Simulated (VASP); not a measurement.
A run of VASP 6.6.1:

The input INCAR:

```
SYSTEM = LiH
  PREC = Accurate
  ENCUT = 520
  EDIFF = 1E-6
  ISMEAR = -1
  SIGMA = 0.05
  LREAL = .False.
  LASPH = .True.
  NELM = 80
  ALGO = Normal
  ISIF = 2
  LWAVE = .False.
  LCHARG = .False.
  GGA = PE
  NBANDS = 9
```

KPOINTS

```
regular mesh
0
Gamma
  11 11 11
  0 0 0
```

The input POSCAR:

```
LiH
1.0
    0.0000000000      2.0092229770      2.0092229770
    2.0092229770      0.0000000000      2.0092229770
    2.0092229770      2.0092229770      0.0000000000
Li H
1 1
Direct
    0.0000000000      0.0000000000      0.0000000000
    0.5000000000      0.5000000000      0.5000000000
```

Potentials or basis: VASP PAW PBE potentials, release 64 (Li_sv, H).

Launch:

```sh
$ cat potpaw_PBE.64/Li_sv/POTCAR potpaw_PBE.64/H/POTCAR > POTCAR
$ mpirun -np 1 vasp_std > vasp.out
```

Hardware: 1 thread of Intel Xeon 6975P-C, on a shared host.

Question: Estimate the wall time of this run.

Answer: Run time: 12 s on 1 thread of Intel Xeon 6975P-C, with other jobs on the host, peak memory 0.13 GiB. Counts: scf iterations 11, k points 56.
